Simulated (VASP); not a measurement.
# CdS (Hawleyite) (F-43m) in VASP: further runs

The runs below take CdS (Hawleyite) through single point, with PBE.

Program: VASP 6.6.1. These are calculated values, not measurements. Logs are shortened: lines on timing, memory, paths and dates and some standing lists are left out, and cuts for length are marked.

## 1. The cell of the first run

Symmetry: F-43m, No. 216, cubic system. Conventional cell: a = 5.734 Å, b = 5.734 Å, c = 5.734 Å, α = 90.00°, β = 90.00°, γ = 90.00°. Cd (site symmetry -43m) has 4 S at 2.48 Å within 3.3 Å. S (site symmetry -43m) has 4 Cd at 2.48 Å within 3.3 Å.

## 2. Single point, PBE

File INCAR:

```
SYSTEM = CdS
PREC = Accurate
ENCUT = 520
EDIFF = 1E-7
ISMEAR = 0
SIGMA = 0.01
LREAL = .False.
LASPH = .True.
NELM = 80
ALGO = Normal
ISIF = 2
LWAVE = .False.
LCHARG = .False.
GGA = PE
NBANDS = 16
```

File KPOINTS:

```
regular mesh
0
Gamma
  6 6 6
  0 0 0
```

File POSCAR:

```
CdS
1.0
    0.0000000000      2.8670582452      2.8670582452
    2.8670582452      0.0000000000      2.8670582452
    2.8670582452      2.8670582452      0.0000000000
Cd S
1 1
Direct
    0.0000000000      0.0000000000      0.0000000000
    0.2500000000      0.2500000000      0.2500000000
```

Potentials or basis: VASP PAW PBE potentials, release 64 (Cd, S).

Command:

```bash
cat potpaw_PBE.64/Cd/POTCAR potpaw_PBE.64/S/POTCAR > POTCAR
mpirun -np 1 vasp_std > vasp.out
```

OUTCAR:

```text
SYSTEM = CdS
   PREC = Accurate
   ENCUT = 520
   EDIFF = 1E-7
   ISMEAR = 0
   LREAL = .False.
   LASPH = .True.
   NELM = 80
   ISIF = 2
   GGA = PE

 ion  position               nearest neighbor table
   1  0.000  0.000  0.000-   2 2.48   2 2.48   2 2.48   2 2.48
   2  0.250  0.250  0.250-   1 2.48   1 2.48   1 2.48   1 2.48

  LATTYP: Found a face centered cubic cell.
 ALAT       =     5.7341164904

  Lattice vectors:

 A1 = (   0.0000000000,   2.8670582452,   2.8670582452)
 A2 = (   2.8670582452,   0.0000000000,   2.8670582452)
 A3 = (   2.8670582452,   2.8670582452,   0.0000000000)

Analysis of symmetry for initial positions (statically):
=====================================================================
 Subroutine PRICEL returns:
 Original cell was already a primitive cell.

 Routine SETGRP: Setting up the symmetry group for a
 face centered cubic supercell.

 Subroutine GETGRP returns: Found 24 space group operations
 (whereof 24 operations were pure point group operations)
 out of a pool of 48 trial point group operations.

The static configuration has the point symmetry T_d .

Analysis of symmetry for dynamics (positions and initial velocities):
=====================================================================
 Subroutine PRICEL returns:
 Original cell was already a primitive cell.

 Routine SETGRP: Setting up the symmetry group for a
 face centered cubic supercell.

 Subroutine GETGRP returns: Found 24 space group operations
 (whereof 24 operations were pure point group operations)
 out of a pool of 48 trial point group operations.

The dynamic configuration has the point symmetry T_d .

 Subroutine INISYM returns: Found 24 space group operations
 (whereof 24 operations are pure point group operations),
 and found     1 'primitive' translations

----------------------------------------------------------------------------------------

                                     Primitive cell

  volume of cell :      47.1346

  direct lattice vectors                    reciprocal lattice vectors
     0.000000000  2.867058245  2.867058245    -0.174394783  0.174394783  0.174394783
     2.867058245  0.000000000  2.867058245     0.174394783 -0.174394783  0.174394783
     2.867058245  2.867058245  0.000000000     0.174394783  0.174394783 -0.174394783

  length of vectors
     4.054632654  4.054632654  4.054632654     0.302060624  0.302060624  0.302060624

  position of ions in fractional coordinates (direct lattice)
     0.000000000  0.000000000  0.000000000
     0.250000000  0.250000000  0.250000000

  ion indices of the primitive-cell ions
   primitive index   ion index
                 1           1
                 2           2

----------------------------------------------------------------------------------------

 KPOINTS: regular mesh

Automatic generation of k-mesh.
 Grid dimensions read from file:
 generate k-points for:    6    6    6

 Generating k-lattice:

  Cartesian coordinates                     Fractional coordinates (reciprocal lattice)
    -0.029065797  0.029065797  0.029065797     0.166666667  0.000000000  0.000000000
     0.029065797 -0.029065797  0.029065797     0.000000000  0.166666667  0.000000000
     0.029065797  0.029065797 -0.029065797     0.000000000  0.000000000  0.166666667

  Length of vectors
     0.050343437  0.050343437  0.050343437

  Shift w.r.t. Gamma in fractional coordinates (k-lattice)
     0.000000000  0.000000000  0.000000000

 Subroutine IBZKPT returns following result:
 ===========================================

 Found     16 irreducible k-points:

 Following reciprocal coordinates:
            Coordinates               Weight
  0.000000  0.000000  0.000000      1.000000
  0.166667  0.000000  0.000000      8.000000
  0.333333  0.000000  0.000000      8.000000
  0.500000  0.000000  0.000000      4.000000
  0.166667  0.166667  0.000000      6.000000
  0.333333  0.166667  0.000000     24.000000
[... 8 lines left out ...]
 -0.333333  0.333333  0.166667     24.000000
 -0.333333  0.500000  0.166667     12.000000
   k-points           NKPTS =     16   k-points in BZ     NKDIM =     16   number of bands    NBANDS=     16
   number of dos      NEDOS =    301   number of ions     NIONS =      2
   total plane-waves  NPLWV =  27000
   dimension x,y,z NGX =    30 NGY =   30 NGZ =   30
   dimension x,y,z NGXF=    60 NGYF=   60 NGZF=   60
   ions per type =               1   1
   NGX,Y,Z   is equivalent  to a cutoff of  12.30, 12.30, 12.30 a.u.
   NGXF,Y,Z  is equivalent  to a cutoff of  24.60, 24.60, 24.60 a.u.
 SYSTEM =  CdS
   PREC   = accura    normal or accurate (medium, high low for compatibility)
   ISTART =      0    job   : 0-new  1-cont  2-samecut
   ICHARG =      2    charge: 1-file 2-atom 10-const
   ISPIN  =      1    spin polarized calculation?
   LNONCOLLINEAR =      F non collinear calculations
   LSORBIT =      F    spin-orbit coupling
   LASPH  =      T    aspherical Exc in radial PAW
   ENCUT  =  520.0 eV  38.22 Ry    6.18 a.u.   7.54  7.54  7.54*2*pi/ulx,y,z
   NELM   =     80;   NELMIN=  2; NELMDL= -5     # of ELM steps
   EDIFF  = 0.1E-06   stopping-criterion for ELM
   LREAL  =      F    real-space projection
   EDIFFG = 0.1E-05   stopping-criterion for IOM
   NSW    =      0    number of steps for IOM
   IBRION =     -1    ionic relax: 0-MD 1-quasi-New 2-CG
   NFREE  =      0    steps in history (QN), initial steepest desc. (CG)
   ISIF   =      2    stress and relaxation
   ISYM   =      2    0-nonsym 1-usesym 2-fastsym
   POTIM  = 0.5000    time-step for ionic-motion
   TEBEG  =    0.0;   TEEND  =   0.0 temperature during run
   PSTRESS=    0.0 pullay stress
   NELECT =      18.0000    total number of electrons
   NUPDOWN=      -1.0000    fix difference up-down
   EMIN   =  10.00;   EMAX   =-10.00  energy-range for DOS
   EFERMI =   0.00;   METHOD = LEGACY
   ISMEAR =     0;   SIGMA  =   0.01  broadening in eV -4-tet -1-fermi 0-gaus
   EFERMI_NEDOS =   21; number of points for ismear=-14 and -15
   IALGO  =     38    algorithm
   IMIX   =      4    mixing-type and parameters
     AMIX     =   0.40;   BMIX     =  1.00
     AMIX_MAG =   1.60;   BMIX_MAG =  1.00
  volume/ion in A,a.u.               =      23.57       159.04
  Fermi-wavevector in a.u.,A,eV,Ry     =   1.187734  2.244492 19.193899  1.410712
  Thomas-Fermi vector in A             =   2.323879
   LORBIT       =      0    0 simple, 1 ext, 2 COOP (PROOUT), +10 PAW based schemes
   GGA     = PE    functional components
   LHFCALC =     F    Hartree Fock is set to
   AEXX    =    0.0000 exact exchange contribution
   IVDW    =     0    specifies the selected vdW correction
   LEPSILON=     F    determine dielectric tensor
   LRPA    =     F    only Hartree local field effects (RPA)
 non-spin polarized calculation
 Gauss-broadening in eV      SIGMA  =   0.01
  energy-cutoff  :      520.00
  volume of cell :       47.13
 maximum number of plane-waves:      1303
   NGX = 15   NGY = 15   NGZ = 15

 number of electron      18.0000006 magnetization

 Free energy of the ion-electron system (eV)
  ---------------------------------------------------
  ext. energy  EPLUGINS =         0.00000000
  ---------------------------------------------------
  free energy    TOTEN  =        -6.04016246 eV

  energy without entropy =       -6.04016246  energy(sigma->0) =       -6.04016246

 E-fermi :   1.8755     XC(G=0):  -9.3917

 val. band max:        1.7739479442   @ k =   0.0000   0.0000   0.0000
 cond. band min:       3.0330643123   @ k =   0.0000   0.0000   0.0000
 fundamental gap:      1.2591163681
 Fermi energy:         1.8754768661

 k-point     1 :       0.0000    0.0000    0.0000
  band No.  band energies     occupation
      1     -10.9268      2.00000
      2      -6.1614      2.00000
      3      -6.1614      2.00000
      4      -6.1614      2.00000
      5      -5.6077      2.00000
      6      -5.6077      2.00000
[... 8 lines left out ...]
     15      13.3267      0.00000
     16      13.4933      0.00000

 k-point     2 :       0.1667    0.0000    0.0000
  band No.  band energies     occupation
      1     -10.8083      2.00000
      2      -6.1184      2.00000
      3      -6.1184      2.00000
      4      -6.0578      2.00000
      5      -5.6088      2.00000
      6      -5.6088      2.00000
[... 8 lines left out ...]
     15      12.5131      0.00000
     16      13.7722      0.00000

 k-point     3 :       0.3333    0.0000    0.0000
  band No.  band energies     occupation
      1     -10.5696      2.00000
      2      -6.0482      2.00000
      3      -6.0482      2.00000
      4      -5.6492      2.00000
      5      -5.5886      2.00000
      6      -5.5886      2.00000
[... 8 lines left out ...]
     15      12.9612      0.00000
     16      12.9612      0.00000

 k-point     4 :       0.5000    0.0000    0.0000
  band No.  band energies     occupation
      1     -10.4512      2.00000
      2      -6.0242      2.00000
      3      -6.0242      2.00000
      4      -5.5638      2.00000
      5      -5.5638      2.00000
      6      -5.1800      2.00000
[... 8 lines left out ...]
     15      14.4317      0.00000
     16      14.4317      0.00000
[... 172 lines left out ...]
 k-point    14 :       0.5000    0.3333    0.1667
  band No.  band energies     occupation
      1     -10.4178      2.00000
      2      -5.9468      2.00000
      3      -5.9388      2.00000
      4      -5.7276      2.00000
      5      -5.5624      2.00000
      6      -5.2963      2.00000
[... 8 lines left out ...]
     15      14.9648      0.00000
     16      15.2375      0.00000

 k-point    15 :      -0.3333    0.3333    0.1667
  band No.  band energies     occupation
      1     -10.3429      2.00000
      2      -5.9439      2.00000
      3      -5.8921      2.00000
      4      -5.6570      2.00000
      5      -5.5882      2.00000
      6      -4.9774      2.00000
[... 8 lines left out ...]
     15      14.4349      0.00000
     16      15.2816      0.00000

 k-point    16 :      -0.3333    0.5000    0.1667
  band No.  band energies     occupation
      1     -10.3063      2.00000
      2      -5.9104      2.00000
      3      -5.8459      2.00000
      4      -5.6998      2.00000
      5      -5.5601      2.00000
      6      -4.9413      2.00000
[... 8 lines left out ...]
     15      15.1293      0.00000
     16      15.2784      0.00000

------------------------ aborting loop because EDIFF is reached ----------------------------------------

  FORCE on cell =-STRESS in cart. coord.  units (eV):
  Direction    XX          YY          ZZ          XY          YZ          ZX
  --------------------------------------------------------------------------------------
  -------------------------------------------------------------------------------------
  Total        2.0900774      2.0900774      2.0900774     -0.0000000      0.0000000     -0.0000000
  in kB       71.0449805     71.0449805     71.0449805     -0.0000000      0.0000000     -0.0000000
  external PRESSURE =      71.0449805 kB  Pullay stress =       0.0000000 kB

 VOLUME and BASIS-vectors are now :
 -----------------------------------------------------------------------------
  energy-cutoff  :      520.00
  volume of cell :       47.13
      direct lattice vectors                 reciprocal lattice vectors
     0.000000000  2.867058245  2.867058245    -0.174394783  0.174394783  0.174394783
     2.867058245  0.000000000  2.867058245     0.174394783 -0.174394783  0.174394783
     2.867058245  2.867058245  0.000000000     0.174394783  0.174394783 -0.174394783

 POSITION                                       TOTAL-FORCE (eV/Angst)
 -----------------------------------------------------------------------------------
      0.00000      0.00000      0.00000         0.000000      0.000000      0.000000
      1.43353      1.43353      1.43353        -0.000000     -0.000000     -0.000000
 -----------------------------------------------------------------------------------
    total drift:                               -0.000001     -0.000001     -0.000001

  FREE ENERGIE OF THE ION-ELECTRON SYSTEM (eV)
  ---------------------------------------------------
  free  energy   TOTEN  =        -6.0401624575 eV

  energy  without entropy=       -6.0401624575  energy(sigma->0) =       -6.04016246
```

Run time: 27 s. Hardware: 1 thread of AMD EPYC 7R13, shared host; peak memory 0.14 GiB.

What came out:

```
Free energy            : -6.0402 eV
Pressure               : 7.1 GPa
Band gap on the k mesh : 1.26 eV, direct
```

A hybrid or GW would open this gap; PBE tends to underestimate it.

## 3. Single point, PBE

This run uses another cell than the first one, of 25.06 Å³/atom, 1.063 times its volume.

File INCAR:

```
SYSTEM = CdS
ALGO = Normal
EDIFF = 1E-6
ENCUT = 520
GGA = PE
ISIF = 2
ISMEAR = 0
LASPH = .True.
LCHARG = .False.
LREAL = .False.
LWAVE = .False.
NBANDS = 16
NELM = 60
PREC = Accurate
SIGMA = 0.01
```

File KPOINTS:

```
k-points
0
Gamma
  6 6 6
  0 0 0
```

File POSCAR:

```
CdS
1.0
    0.0000000000      2.9261894400      2.9261894400
    2.9261894400      0.0000000000      2.9261894400
    2.9261894400      2.9261894400      0.0000000000
Cd S
1 1
Direct
    0.0000000000      0.0000000000      0.0000000000
    0.2500000000      0.2500000000      0.2500000000
```

Potentials or basis: VASP PAW PBE potentials, release 64 (Cd, S).

Command:

```bash
cat potpaw_PBE.64/Cd/POTCAR potpaw_PBE.64/S/POTCAR > POTCAR
mpirun -np 1 vasp_std > vasp.out
```

It took 29 s on 1 thread of AMD EPYC 7R13, shared host; peak memory 0.15 GiB.

It converged, with:

| Item | Value |
| --- | --- |
| Free energy | -6.1281 eV |
| Pressure | 2.6 GPa |
| Band gap on the k mesh | 1.13 eV, direct |

Levels at points of the mesh, in eV from the valence-band top:
```csv
k point,band 6,band 7,band 8,band 9,band 10,band 11,band 12,band 13
"(0.00, 0.00, 0.00)",-7.23,0.00,0.00,0.00,1.13,6.55,6.55,6.55
"(0.50, 0.00, 0.00)",-6.86,-4.34,-0.74,-0.74,3.00,7.01,7.01,7.45
"(0.50, 0.50, 0.00)",-6.79,-3.91,-1.85,-1.85,3.57,4.34,9.19,10.72
```

## 4. Single point, PBE

This run uses another cell than the first one, of 25.80 Å³/atom, 1.095 times its volume.

File INCAR:

```
SYSTEM = CdS
  ALGO = Normal
  EDIFF = 1E-6
  ENCUT = 520
  GGA = PE
  ISIF = 2
  ISMEAR = 0
  LASPH = .True.
  LCHARG = .True.
  LELF = .True.
  LREAL = .False.
  LVHAR = .True.
  LWAVE = .False.
  NBANDS = 16
  NELM = 100
  PREC = Accurate
  SIGMA = 0.01
```

KPOINTS is that of step 3.

File POSCAR:

```
CdS
1.0
    0.0000000000      2.9548794012      2.9548794012
    2.9548794012      0.0000000000      2.9548794012
    2.9548794012      2.9548794012      0.0000000000
Cd S
1 1
Direct
    0.0000000000      0.0000000000      0.0000000000
    0.2500000000      0.2500000000      0.2500000000
```

Command:

```bash
cat potpaw_PBE.64/Cd/POTCAR potpaw_PBE.64/S/POTCAR > POTCAR
mpirun -np 1 vasp_std > vasp.out
```

Wall time 35 s (1 thread of AMD EPYC 7R13, shared host); peak memory 0.15 GiB.

It converged, with:

| Item | Value |
| --- | --- |
| Free energy | -6.1436 eV |
| Pressure | 0.8 GPa |
| Band gap on the k mesh | 1.06 eV, direct |

Levels at points of the mesh, in eV from the valence-band top:
```csv
k point,band 5,band 6,band 7,band 8,band 9,band 10,band 11,band 12,band 13,band 14
"(0.00, 0.00, 0.00)",-7.17,-7.17,0.00,0.00,0.00,1.06,6.55,6.55,6.55,11.22
"(0.50, 0.00, 0.00)",-7.14,-6.82,-4.17,-0.70,-0.70,2.95,7.01,7.01,7.36,10.97
"(0.50, 0.50, 0.00)",-7.09,-6.76,-3.78,-1.75,-1.75,3.62,4.30,9.07,10.54,10.54
```

Expect the measured gap to be larger: semilocal functionals such as PBE lack the derivative discontinuity.

## 5. Single point, PBE

This run uses another cell than the first one, of 26.54 Å³/atom, 1.126 times its volume.

File INCAR:

```
  PREC = Accurate
  ENCUT = 520
  EDIFF = 1E-6
  ISMEAR = 0
  SIGMA = 0.01
  LREAL = F
  LASPH = T
  NELM = 80
  ALGO = Normal
  ISIF = 2
  LWAVE = F
  LCHARG = F
  GGA = PE
  NBANDS = 16
```

File KPOINTS:

```
Automatic mesh
0
Gamma
  6 6 6
```

File POSCAR:

```
CdS
1.0
    0.0000000000      2.9830228036      2.9830228036
    2.9830228036      0.0000000000      2.9830228036
    2.9830228036      2.9830228036      0.0000000000
Cd S
1 1
Direct
    0.0000000000      0.0000000000      0.0000000000
    0.2500000000      0.2500000000      0.2500000000
```

Command:

```bash
cat potpaw_PBE.64/Cd/POTCAR potpaw_PBE.64/S/POTCAR > POTCAR
mpirun -np 1 vasp_std > vasp.out
```

It took 32 s on 1 thread of AMD EPYC 7R13, shared host; peak memory 0.15 GiB.

It converged, with:

```
Free energy            : -6.1437 eV
Pressure               : -0.8 GPa
Band gap on the k mesh : 1.00 eV, direct
```

Levels at points of the mesh, in eV from the valence-band top:
```tsv
k point	band 7	band 8	band 9	band 10	band 11	band 12
(0.00, 0.00, 0.00)	0.00	0.00	0.00	1.00	6.55	6.55
(0.50, 0.00, 0.00)	-4.01	-0.66	-0.66	2.90	7.00	7.00
(0.50, 0.50, 0.00)	-3.66	-1.66	-1.66	3.66	4.25	8.96
```

## 6. Summary

```tsv
cell	gap on the mesh (eV)	pressure (GPa)
a = 4.055 Å, angles 60.0°, 2 atoms	1.26	7.1
a = 4.138 Å, angles 60.0°, 2 atoms	1.13	2.6
a = 4.179 Å, angles 60.0°, 2 atoms	1.06	0.8
a = 4.219 Å, angles 60.0°, 2 atoms	1.00	-0.8
```

Alike in all rows: task single point; level PBE; potentials or basis VASP PAW PBE potentials, release 64 (Cd, S); no spin polarisation; k mesh 6 × 6 × 6; cutoff (eV) 520; smearing gaussian 0.01 eV.

Total energies depend on the potentials used, so only differences within one code and one set of settings carry meaning.
